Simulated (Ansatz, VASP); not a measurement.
# One calculation of MgS, two programs

Contents of INCAR:

```
SYSTEM = MgS
ALGO = Normal ; EDIFF = 1E-6
ENCUT = 520 ; GGA = CA
ISIF = 2 ; ISMEAR = 0
LASPH = .True. ; LCHARG = .False.
LREAL = .False. ; LWAVE = .False.
NBANDS = 11 ; NELM = 100
PREC = Accurate ; SIGMA = 0.05
```

Contents of KPOINTS:

```
k-points
0
Gamma
  8 8 8
  0 0 0
```

Contents of POSCAR:

```
MgS
1.0
    0.0000000000      2.6016500000      2.6016500000
    2.6016500000      0.0000000000      2.6016500000
    2.6016500000      2.6016500000      0.0000000000
Mg S
1 1
Direct
    0.0000000000      0.0000000000      0.0000000000
    0.4951953568      0.4951953568      0.5048046432
```

Input for Ansatz:

```yaml
crystal:
  lattice:
    - [0.0, 2.60165, 2.60165]
    - [2.60165, 0.0, 2.60165]
    - [2.60165, 2.60165, 0.0]
  atoms:
    - { symbol: Mg, position: [0.0, 0.0, 0.0] }
    - { symbol: S, position: [0.4951953568, 0.4951953568, 0.5048046432] }
basis:
  ecutwfc: 420
kpoints:
  mp_grid: { grid: [8, 8, 8] }
hamiltonian:
  xc: lda
scf:
  occupations: { method: gaussian, width: 0.05 }
output:
  forces: true
  stress: true
  eigenvalues: true
```

Change from the starting cell: all S atoms moved +0.025 Å, as atom 2 towards its neighbour atom 1 (Mg) at 2.602 Å.

Alike in both runs: task single point; functional LDA; k mesh 8 × 8 × 8; occupations gaussian, width 0.05 eV; no spin polarisation.

|  | VASP | Ansatz |
| --- | --- | --- |
| version | VASP 6.6.1 | Ansatz 0.2.0 |
| potentials or method | VASP PAW LDA potentials, release 64 (Mg, S), cutoff 520 eV | scalar-relativistic, plane waves, PAW |
| valence electrons in the cell | 8 | 16 |

```csv
,VASP,Ansatz,Ansatz less VASP
gap on the k mesh at the Fermi level (eV),2.56,2.56,+0.002
least direct gap on the mesh (eV),3.49,3.48,-0.011
pressure (GPa),-3.8,-3.3,+0.57
rms of the force components (eV/Å),0.036,0.036,+0.0001
```

LDA's correlation is that of Perdew and Zunger in VASP and of Perdew and Wang (1992) in Ansatz. Atom by atom the forces differ by 0.000 eV/Å (rms over components). VASP's potentials hold 8 valence electrons a cell and Ansatz's 16, so a difference there can come from the potentials and not from the codes.
